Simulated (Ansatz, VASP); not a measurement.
# B in VASP and in Ansatz

Contents of INCAR:

```
SYSTEM = B
  PREC = Accurate
  ENCUT = 420
  EDIFF = 1E-6
  ISMEAR = 0
  SIGMA = 0.1
  LREAL = .FALSE.
  LASPH = .TRUE.
  NELM = 120
  ALGO = Normal
  ISIF = 2
  LWAVE = .FALSE.
  LCHARG = .FALSE.
  LDIPOL = .TRUE.
  IDIPOL = 3
  DIPOL = 0.5 0.5 0.500
  GGA = PE
  NBANDS = 18
  GGA_COMPAT = .FALSE.
  NELMDL = -8
```

File KPOINTS:

```
regular mesh
0
G
  6 6 1
  0 0 0
```

File POSCAR:

```
B
1.0
    3.6433310000      0.0000000000      0.0000000000
    0.0000000000      3.6433310000      0.0000000000
    0.0000000000      0.0000000000     16.0000000000
B
6
Direct
    0.7227046200      0.0000000000      0.5000000000
    0.2772953800      0.0000000000      0.5000000000
    0.0000000000      0.7227046200      0.5000000000
    0.0000000000      0.2772953800      0.5000000000
    0.5000000000      0.5000000000      0.4497460700
    0.5000000000      0.5000000000      0.5502539300
```

Input for Ansatz:

```yaml
crystal:
  lattice:
    - [3.643331, 0.0, 0.0]
    - [0.0, 3.643331, 0.0]
    - [0.0, 0.0, 16.0]
  atoms:
    - { symbol: B, position: [0.72270462, 0.0, 0.5] }
    - { symbol: B, position: [0.27729538, 0.0, 0.5] }
    - { symbol: B, position: [0.0, 0.72270462, 0.5] }
    - { symbol: B, position: [0.0, 0.27729538, 0.5] }
    - { symbol: B, position: [0.5, 0.5, 0.44974607] }
    - { symbol: B, position: [0.5, 0.5, 0.55025393] }
  periodic: [true, true, false]
basis:
  ecutwfc: 420
kpoints:
  mp_grid: { grid: [6, 6, 1] }
hamiltonian:
  xc: pbe
scf:
  occupations: { method: gaussian, width: 0.1 }
  lower_state_search: "off"
output:
  forces: true
  stress: true
  eigenvalues: true
```

Alike in both runs: task single point; functional PBE; k mesh 6 × 6 × 1; occupations gaussian, width 0.1 eV; no spin polarisation.

|  | VASP | Ansatz |
| --- | --- | --- |
| version | VASP 6.6.1 | Ansatz 0.2.0 |
| potentials or method | VASP PAW PBE potentials, release 64 (B), cutoff 420 eV | scalar-relativistic, plane waves, PAW |
| valence electrons in the cell | 18 | 18 |

```csv
,VASP,Ansatz,Ansatz less VASP
gap on the k mesh at the Fermi level (eV),none,none,-
rms of the force components (eV/Å),4.545,4.516,-0.0287
```

Atom by atom the forces differ by 0.031 eV/Å (rms over components). A gap of «none» marks a metal or a gap that the smearing closes. Ansatz's warnings: slab cell height set.
